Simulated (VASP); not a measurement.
# Ir (Fm-3m) in VASP: further runs, part 2 of 2

VASP 6.6.1. The steps go on from the part before.

## Step 3: Relaxation of cell and atoms, r2SCAN

This run uses another cell than the first one, of 14.31 Å³/atom, 1.008 times its volume.

POSCAR

```
Ir
1.0
    0.0000000000      1.9269646676      1.9269646676
    1.9269646676      0.0000000000      1.9269646676
    1.9269646676      1.9269646676      0.0000000000
Ir
1
Direct
    0.0000000000      0.0000000000      0.0000000000
```

INCAR.step1

```
PREC = Accurate
ENCUT = 600
ISMEAR = 0
SIGMA = 0.1
LREAL = False
LASPH = True
NELM = 100
GGA = PE
ALGO = Normal
EDIFF = 1E-4
LWAVE = True
LCHARG = False
```

INCAR.step2

```
PREC = Accurate
ENCUT = 600
EDIFF = 1E-6
ISMEAR = 0
SIGMA = 0.1
LREAL = False
LASPH = True
NELM = 100
ALGO = Normal
ISIF = 3
LWAVE = False
LCHARG = False
METAGGA = R2SCAN
LMIXTAU = True
IBRION = 2
NSW = 100
EDIFFG = -0.01
ISTART = 1
```

KPOINTS

```
regular mesh
0
Gamma
  18 18 18
```

Potentials or basis: VASP PAW PBE potentials, release 64 (Ir).

Launch:

```sh
cat potpaw_PBE.64/Ir/POTCAR > POTCAR
cp INCAR.step1 INCAR
mpirun -np 1 vasp_std > vasp.out
cp INCAR.step2 INCAR
mpirun -np 1 vasp_std > vasp.out
```

OUTCAR:

```text
PREC = Accurate
   ENCUT = 600
   EDIFF = 1E-6
   ISMEAR = 0
   LREAL = False
   LASPH = True
   NELM = 100
   ISIF = 3
   METAGGA = R2SCAN
   IBRION = 2
   NSW = 100
   EDIFFG = -0.01
   ISTART = 1

 ion  position               nearest neighbor table
   1  0.000  0.000  0.000-

  LATTYP: Found a face centered cubic cell.
 ALAT       =     3.8539293352

  Lattice vectors:

 A1 = (   0.0000000000,   1.9269646676,   1.9269646676)
 A2 = (   1.9269646676,   0.0000000000,   1.9269646676)
 A3 = (   1.9269646676,   1.9269646676,   0.0000000000)

Analysis of symmetry for initial positions (statically):
=====================================================================
 Subroutine PRICEL returns:
 Original cell was already a primitive cell.

 Routine SETGRP: Setting up the symmetry group for a
 face centered cubic supercell.

 Subroutine GETGRP returns: Found 48 space group operations
 (whereof 48 operations were pure point group operations)
 out of a pool of 48 trial point group operations.

The static configuration has the point symmetry O_h .

Analysis of symmetry for dynamics (positions and initial velocities):
=====================================================================
 Subroutine PRICEL returns:
 Original cell was already a primitive cell.

 Routine SETGRP: Setting up the symmetry group for a
 face centered cubic supercell.

 Subroutine GETGRP returns: Found 48 space group operations
 (whereof 48 operations were pure point group operations)
 out of a pool of 48 trial point group operations.

The dynamic configuration has the point symmetry O_h .

 Subroutine INISYM returns: Found 48 space group operations
 (whereof 48 operations are pure point group operations),
 and found     1 'primitive' translations

----------------------------------------------------------------------------------------

                                     Primitive cell

  volume of cell :      14.3104

  direct lattice vectors                    reciprocal lattice vectors
     0.000000000  1.926964668  1.926964668    -0.259475437  0.259475437  0.259475437
     1.926964668  0.000000000  1.926964668     0.259475437 -0.259475437  0.259475437
     1.926964668  1.926964668  0.000000000     0.259475437  0.259475437 -0.259475437

  length of vectors
     2.725139567  2.725139567  2.725139567     0.449424641  0.449424641  0.449424641

  position of ions in fractional coordinates (direct lattice)
     0.000000000  0.000000000  0.000000000

  ion indices of the primitive-cell ions
   primitive index   ion index
                 1           1

----------------------------------------------------------------------------------------

 KPOINTS: regular mesh

Automatic generation of k-mesh.
 Grid dimensions read from file:
 generate k-points for:   18   18   18

 Generating k-lattice:

  Cartesian coordinates                     Fractional coordinates (reciprocal lattice)
    -0.014415302  0.014415302  0.014415302     0.055555556  0.000000000  0.000000000
[... 38 lines left out ...]
 -0.277778  0.055556  0.000000     24.000000
 -0.222222  0.055556  0.000000     24.000000
 [... further k-points ...]
   k-points           NKPTS =    195   k-points in BZ     NKDIM =    195   number of bands    NBANDS=      8
   number of dos      NEDOS =    301   number of ions     NIONS =      1
   total plane-waves  NPLWV =  13824
   dimension x,y,z NGX =    24 NGY =   24 NGZ =   24
   dimension x,y,z NGXF=    48 NGYF=   48 NGZF=   48
   ions per type =               1
   NGX,Y,Z   is equivalent  to a cutoff of  14.64, 14.64, 14.64 a.u.
   NGXF,Y,Z  is equivalent  to a cutoff of  29.28, 29.28, 29.28 a.u.
 SYSTEM =  unknown system
   PREC   = accura    normal or accurate (medium, high low for compatibility)
   ISTART =      1    job   : 0-new  1-cont  2-samecut
   ICHARG =      0    charge: 1-file 2-atom 10-const
   ISPIN  =      1    spin polarized calculation?
   LNONCOLLINEAR =      F non collinear calculations
   LSORBIT =      F    spin-orbit coupling
   LASPH  =      T    aspherical Exc in radial PAW
   ENCUT  =  600.0 eV  44.10 Ry    6.64 a.u.   5.44  5.44  5.44*2*pi/ulx,y,z
   NELM   =    100;   NELMIN=  2; NELMDL=  0     # of ELM steps
   EDIFF  = 0.1E-05   stopping-criterion for ELM
   LREAL  =      F    real-space projection
   EDIFFG = -.1E-01   stopping-criterion for IOM
   NSW    =    100    number of steps for IOM
   IBRION =      2    ionic relax: 0-MD 1-quasi-New 2-CG
   NFREE  =      1    steps in history (QN), initial steepest desc. (CG)
   ISIF   =      3    stress and relaxation
   ISYM   =      2    0-nonsym 1-usesym 2-fastsym
   POTIM  = 0.5000    time-step for ionic-motion
   TEBEG  =    0.0;   TEEND  =   0.0 temperature during run
   PSTRESS=    0.0 pullay stress
   NELECT =       9.0000    total number of electrons
   NUPDOWN=      -1.0000    fix difference up-down
   EMIN   =  10.00;   EMAX   =-10.00  energy-range for DOS
   EFERMI =   0.00;   METHOD = LEGACY
   ISMEAR =     0;   SIGMA  =   0.10  broadening in eV -4-tet -1-fermi 0-gaus
   EFERMI_NEDOS =   21; number of points for ismear=-14 and -15
   IALGO  =     38    algorithm
   IMIX   =      4    mixing-type and parameters
     AMIX     =   0.40;   BMIX     =  1.00
     AMIX_MAG =   1.60;   BMIX_MAG =  1.00
  volume/ion in A,a.u.               =      14.31        96.57
  Fermi-wavevector in a.u.,A,eV,Ry     =   1.402615  2.650559 26.767147  1.967330
  Thomas-Fermi vector in A             =   2.525359
   LORBIT       =      0    0 simple, 1 ext, 2 COOP (PROOUT), +10 PAW based schemes
   METAGGA = R2SCAN    functional components
   LHFCALC =     F    Hartree Fock is set to
   AEXX    =    0.0000 exact exchange contribution
   IVDW    =     0    specifies the selected vdW correction
   LEPSILON=     F    determine dielectric tensor
   LRPA    =     F    only Hartree local field effects (RPA)
 conjugate gradient relaxation of ions
 non-spin polarized calculation
 Gauss-broadening in eV      SIGMA  =   0.10
  energy-cutoff  :      600.00
  volume of cell :       14.31
 maximum number of plane-waves:       531
 NGX is ok and might be reduce to    24
   NGX = 11   NGY = 11   NGZ = 11

--------------------------------------- Ionic step        1  -------------------------------------------

 number of electron       9.0000000 magnetization

 Free energy of the ion-electron system (eV)
  ---------------------------------------------------
  ext. energy  EPLUGINS =         0.00000000
  ---------------------------------------------------
  free energy    TOTEN  =       -52.37027408 eV

  energy without entropy =      -52.36521692  energy(sigma->0) =      -52.36774550

------------------------ aborting loop because EDIFF is reached ----------------------------------------

  FORCE on cell =-STRESS in cart. coord.  units (eV):
  Direction    XX          YY          ZZ          XY          YZ          ZX
  --------------------------------------------------------------------------------------
  -------------------------------------------------------------------------------------
  Total       -0.0341409     -0.0341409     -0.0341409      0.0000000      0.0000000      0.0000000
  in kB       -3.8223811     -3.8223811     -3.8223811      0.0000000      0.0000000      0.0000000
  external PRESSURE =      -3.8223811 kB  Pullay stress =       0.0000000 kB
[... 57 lines left out ...]
--------------------------------------- Ionic step        3  -------------------------------------------

 number of electron       9.0000000 magnetization

 Free energy of the ion-electron system (eV)
  ---------------------------------------------------
  ext. energy  EPLUGINS =         0.00000000
  ---------------------------------------------------
  free energy    TOTEN  =       -52.37029354 eV

  energy without entropy =      -52.36524845  energy(sigma->0) =      -52.36777100

 E-fermi :  10.0409     XC(G=0): -15.2562

 val. band max:       10.0293621843   @ k =   0.3333   0.1111   0.0556
 cond. band min:      10.0441167520   @ k =   0.5000   0.2222   0.1111
 fundamental gap:      0.0147545677
 Fermi energy:        10.0409280550

 k-point     1 :       0.0000    0.0000    0.0000
  band No.  band energies     occupation
      1      -1.4175      2.00000
      2       6.0604      2.00000
      3       6.0604      2.00000
      4       6.0604      2.00000
      5       8.7259      2.00000
      6       8.7259      2.00000
      7      25.1200      0.00000
      8      30.9206      0.00000
[... 243 lines left out ...]
 k-point    24 :      -0.2222    0.0556    0.0000
  band No.  band energies     occupation
      1       0.8714      2.00000
      2       5.3713      2.00000
      3       6.5071      2.00000
      4       6.6021      2.00000
      5       8.4634      2.00000
      6       9.3404      2.00000
      7      24.9571      0.00000
      8      27.7116      0.00000

 [... further k-points ...]
[... 5 lines left out ...]
  --------------------------------------------------------------------------------------
  -------------------------------------------------------------------------------------
  Total        0.0026752      0.0026752      0.0026752      0.0000000      0.0000000      0.0000000
  in kB        0.2998406      0.2998406      0.2998406      0.0000000      0.0000000      0.0000000
  external PRESSURE =       0.2998406 kB  Pullay stress =       0.0000000 kB
[... 16 lines left out ...]
  FREE ENERGIE OF THE ION-ELECTRON SYSTEM (eV)
  ---------------------------------------------------
  free  energy   TOTEN  =       -52.3702935396 eV

  energy  without entropy=      -52.3652484539  energy(sigma->0) =      -52.36777100

 reached required accuracy - stopping structural energy minimisation
```

OUTCAR.step1:

```text
PREC = Accurate
   ENCUT = 600
   ISMEAR = 0
   LREAL = False
   LASPH = True
   NELM = 100
[... 479 lines left out ...]

 POSITION                                       TOTAL-FORCE (eV/Angst)
 -----------------------------------------------------------------------------------
      0.00000      0.00000      0.00000         0.000000     -0.000000     -0.000000
 -----------------------------------------------------------------------------------
    total drift:                               -0.000000      0.000000     -0.000000

  FREE ENERGIE OF THE ION-ELECTRON SYSTEM (eV)
  ---------------------------------------------------
  free  energy   TOTEN  =        -8.8505971135 eV

  energy  without entropy=       -8.8453720706  energy(sigma->0) =       -8.84798459
```

OSZICAR.step1:

```text
N       E                     dE             d eps       ncg     rms          rms(c)
DAV:   1     0.484855926110E+02    0.48486E+02   -0.49045E+03  3144   0.115E+03
DAV:   2    -0.868489871448E+01   -0.57170E+02   -0.55520E+02  3136   0.215E+02
DAV:   3    -0.940511872627E+01   -0.72022E+00   -0.71899E+00  4528   0.334E+01
DAV:   4    -0.940958140601E+01   -0.44627E-02   -0.44617E-02  3960   0.192E+00
DAV:   5    -0.940962307134E+01   -0.41665E-04   -0.41664E-04  4576   0.120E-01    0.148E+01
DAV:   6    -0.894159531086E+01    0.46803E+00   -0.98939E-01  3696   0.140E+01    0.604E+00
DAV:   7    -0.885674866026E+01    0.84847E-01   -0.30647E-01  4072   0.724E+00    0.148E+00
DAV:   8    -0.885262529579E+01    0.41234E-02   -0.12832E-03  3392   0.520E-01    0.808E-01
DAV:   9    -0.885059029418E+01    0.20350E-02   -0.15545E-03  3992   0.661E-01    0.214E-02
DAV:  10    -0.885059711352E+01   -0.68193E-05   -0.35881E-06  1720   0.207E-02
   1 F= -.88505971E+01 E0= -.88479846E+01  d E =-.522504E-02
```

Wall time 8 min (1 thread of AMD EPYC 7R13, shared host); peak memory 0.14 GiB.

Results:

```yaml
Free_energy: -52.3703 eV
Relaxed_volume: 14.29 Å³/atom
Relaxed_cell: a = 2.724 Å, b = 2.724 Å, c = 2.724 Å, α = 60.00°, β = 60.00°, γ = 60.00°
Space_group_after_relaxing_to_0.05_Å: Fm-3m (No. 225)
Energy_gained_by_relaxing: 0.0 meV/atom
Ionic_steps: 3
Pressure_after_relaxing: 0.0 GPa
```

Final structure:
```cif
data_structure
_symmetry_space_group_name_H-M 'P 1'
_symmetry_Int_Tables_number 1
_cell_length_a 2.7242
_cell_length_b 2.7242
_cell_length_c 2.7242
_cell_angle_alpha 60.000
_cell_angle_beta 60.000
_cell_angle_gamma 60.000
_cell_volume 14.29
loop_
_atom_site_label
_atom_site_type_symbol
_atom_site_fract_x
_atom_site_fract_y
_atom_site_fract_z
_atom_site_occupancy
Ir1 Ir 0.00000 0.00000 0.00000 1
```

Caveat: the PAW data sets were made with another functional, which shifts forces and pressure a little; spin-orbit coupling is left out, which moves the levels of the heavy elements.
